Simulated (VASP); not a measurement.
# SiNi (Pmmn) in VASP: a series of runs, part 3 of 3

VASP 6.6.1.

**6. Single point, PBE, collinear spin, ferromagnetic start**

This run uses another cell than the first one, of 11.29 Å³/atom.

INCAR reads:

```
SYSTEM = SiNi
PREC     = Accurate       ! precision mode
ENCUT    = 590            ! plane-wave cutoff, eV
EDIFF    = 1E-6           ! SCF threshold, eV
ISMEAR   = -1             ! smearing method
SIGMA    = 0.05           ! smearing width, eV
LREAL    = .False.        ! projectors in reciprocal space
LASPH    = .True.         ! aspherical terms in the spheres
NELM     = 200            ! most SCF steps
ALGO     = Normal         ! electronic algorithm
ISIF     = 2              ! what is computed and relaxed
LWAVE    = .False.        ! write WAVECAR
LCHARG   = .False.        ! write CHGCAR
ISPIN    = 2              ! spin polarisation
MAGMOM   = 2 2 0 0        ! initial moments
LORBIT   = 11             ! projections on sites
NUPDOWN  = 4.0            ! fixed moment
LMAXMIX  = 4              ! l up to which the mixer works
GGA      = PE             ! functional
NBANDS   = 34             ! bands
GGA_COMPAT= .False.
```

KPOINTS reads:

```
Automatic mesh
0
Gamma
  8 7 5
  0 0 0
```

POSCAR reads:

```
SiNi
1.0
    2.9427706600      0.0000000000      0.0000000000
    0.0000000000      3.2803255400      0.0000000000
    0.0000000000      0.0000000000      4.6774467600
Ni Si
2 2
Direct
    0.5000000000      0.5000000000      0.3424955900
    0.0000000000      0.0000000000      0.6575044100
    0.5000000000      0.5000000000      0.8431431600
    0.0000000000      0.0000000000      0.1568568400
```

Potentials or basis: VASP PAW PBE potentials, release 64 (Ni_sv_GW, Si).

Launch:

```bash
> cat potpaw_PBE.64/Ni_sv_GW/POTCAR potpaw_PBE.64/Si/POTCAR > POTCAR
> mpirun -np 1 vasp_std > vasp.out
```

OUTCAR:

```text
SYSTEM = SiNi
   PREC = Accurate
   ENCUT = 590
   EDIFF = 1E-6
   ISMEAR = -1
   LREAL = .False.
   LASPH = .True.
   NELM = 200
   ISIF = 2
   ISPIN = 2
   LORBIT = 11
   NUPDOWN = 4.0
   GGA = PE

 ion  position               nearest neighbor table
   1  0.500  0.500  0.342-   3 2.34   3 2.34   4 2.37   4 2.37   4 2.37   4 2.37   2 2.65   2 2.65
                             2 2.65   2 2.65
   2  0.000  0.000  0.658-   4 2.34   4 2.34   3 2.37   3 2.37   3 2.37   3 2.37   1 2.65   1 2.65
                             1 2.65   1 2.65
[... 2019 lines left out ...]
     0.000000000  0.000000000  4.677446760     0.000000000  0.000000000  0.213791851

 POSITION                                       TOTAL-FORCE (eV/Angst)
 -----------------------------------------------------------------------------------
      1.47139      1.64016      1.60200         0.000000      0.000000      0.340094
      0.00000      0.00000      3.07544         0.000000      0.000000     -0.340094
      1.47139      1.64016      3.94376         0.000000      0.000000      0.853407
      0.00000      0.00000      0.73369         0.000000      0.000000     -0.853407
 -----------------------------------------------------------------------------------
    total drift:                                0.000000      0.000000     -0.000000

  FREE ENERGIE OF THE ION-ELECTRON SYSTEM (eV)
  ---------------------------------------------------
  free  energy   TOTEN  =       -20.9346610745 eV

  energy  without entropy=      -20.9064208186  energy(sigma->0) =      -20.92054095

 total charge

# of ion       s       p       d       f       tot
--------------------------------------------------
    1        2.259   6.390   7.788   0.005  16.442
    2        2.259   6.390   7.788   0.005  16.442
    3        0.769   0.897   0.000   0.000   1.666
    4        0.769   0.897   0.000   0.000   1.666
--------------------------------------------------
tot          6.057  14.574  15.575   0.009  36.216

 magnetization (x)

# of ion       s       p       d       f       tot
--------------------------------------------------
    1        0.042   0.094   1.096   0.002   1.234
    2        0.042   0.094   1.096   0.002   1.234
    3        0.096   0.208   0.000   0.000   0.304
    4        0.096   0.208   0.000   0.000   0.304
--------------------------------------------------
tot          0.276   0.605   2.192   0.003   3.076
```

OSZICAR:

```text
N       E                     dE             d eps       ncg     rms          rms(c)
DAV:   1     0.627869522308E+03    0.62787E+03   -0.26375E+04 13798   0.415E+03
DAV:   2     0.242609468195E+02   -0.60361E+03   -0.57233E+03 13950   0.119E+03
DAV:   3    -0.338639834940E+02   -0.58125E+02   -0.56668E+02 16074   0.427E+02
DAV:   4    -0.361913532566E+02   -0.23274E+01   -0.22945E+01 15318   0.984E+01
DAV:   5    -0.362668576294E+02   -0.75504E-01   -0.75156E-01 15232   0.105E+01    0.366E+01
DAV:   6    -0.555428830077E+02   -0.19276E+02   -0.23124E+02 13854   0.927E+02    0.496E+01
DAV:   7    -0.210451481891E+02    0.34498E+02   -0.10784E+02 12952   0.529E+02    0.953E+00
DAV:   8    -0.209453190666E+02    0.99829E-01   -0.66051E+00 16136   0.802E+01    0.356E+00
DAV:   9    -0.209368876268E+02    0.84314E-02   -0.23268E-01 15552   0.157E+01    0.134E+00
DAV:  10    -0.209347738257E+02    0.21138E-02   -0.19853E-02 15984   0.647E+00    0.750E-01
DAV:  11    -0.209349621433E+02   -0.18832E-03   -0.23016E-03 15696   0.143E+00    0.362E-01
DAV:  12    -0.209346306691E+02    0.33147E-03   -0.12462E-03 16000   0.203E+00    0.155E-01
DAV:  13    -0.209346585538E+02   -0.27885E-04   -0.14625E-04 15704   0.402E-01    0.615E-02
DAV:  14    -0.209346596603E+02   -0.11065E-05   -0.26742E-05 12056   0.232E-01    0.195E-02
DAV:  15    -0.209346614046E+02   -0.17443E-05   -0.61338E-06  7456   0.107E-01    0.984E-03
DAV:  16    -0.209346610745E+02    0.33006E-06   -0.12101E-06  5680   0.568E-02
   1 F= -.20934661E+02 E0= -.20920541E+02  d E =-.282403E-01  mag=     4.0000
```

stdout:

```text
POSCAR found type information on POSCAR NiSi
 POSCAR found :  2 types and       4 ions
 scaLAPACK will be used
 LDA part: xc-table for (Slater+PW92), standard interpolation
 POSCAR, INCAR and KPOINTS ok, starting setup
 FFT: planning ... GRIDC
 FFT: planning ... GRID_SOFT
 FFT: planning ... GRID
 WAVECAR not read
 entering main loop
```

Run time: 3.4 min. Hardware: 1 thread of Intel Xeon Platinum 8259CL at 2.50GHz (Skylake/Cascade Lake), shared host; peak memory 0.32 GiB.

Results:

```yaml
Free_energy: -20.9347 eV
Pressure: 26.6 GPa
Largest_force: 0.853 eV/Å
Net_moment: 4.00 μB per cell
Site_moments: Ni +1.23; Si +0.30 μB
Valence_electrons_inside_the_program's_atomic_spheres: Ni 16.44; Si 1.67
```

Forces in eV/Å, atoms in the order of the input:
```
Ni   0.000  0.000  0.340
Ni   0.000  0.000 -0.340
Si   0.000  0.000  0.853
Si   0.000  0.000 -0.853
```

Caveat: the cell stands under pressure; the total moment is fixed, so each spin has its own Fermi level.

**7. Overview**

```tsv
level	spin	fixed moment (μB)	cell	k mesh	gap on the mesh (eV)	pressure (GPa)	moment (μB)	largest force (eV/Å)
BLYP	collinear, ferromagnetic start	-	a = 2.883, b = 3.213, c = 4.582 Å, 4 atoms	9 × 8 × 6	none	29.7	0.00	0.07
PBE	collinear, zero start	0.0	a = 2.943, b = 3.280, c = 4.677 Å, 4 atoms	8 × 7 × 5	-	4.0	0.00	0.05
BLYP	collinear, ferromagnetic start	-	a = 2.962, b = 3.302, c = 4.708 Å, 4 atoms	9 × 8 × 6	none	10.0	0.00	0.18
PBE	collinear, ferromagnetic start	3.0	a = 2.943, b = 3.280, c = 4.677 Å, 4 atoms	8 × 7 × 5	-	19.0	3.00	0.85
PBE	collinear, ferromagnetic start	4.0	a = 2.943, b = 3.280, c = 4.677 Å, 4 atoms	8 × 7 × 5	-	26.6	4.00	0.85
```

Alike in all rows: task single point; potentials or basis VASP PAW PBE potentials, release 64 (Ni_sv_GW, Si); cutoff (eV) 590; smearing fermi-dirac 0.05 eV.

Caveats: the cell stands under pressure; the total moment is fixed, so each spin has its own Fermi level (at least some runs); the PAW data sets were made with another functional, which shifts forces and pressure a little (at least some runs).

Absolute energies hang on the potentials; compare differences alone.
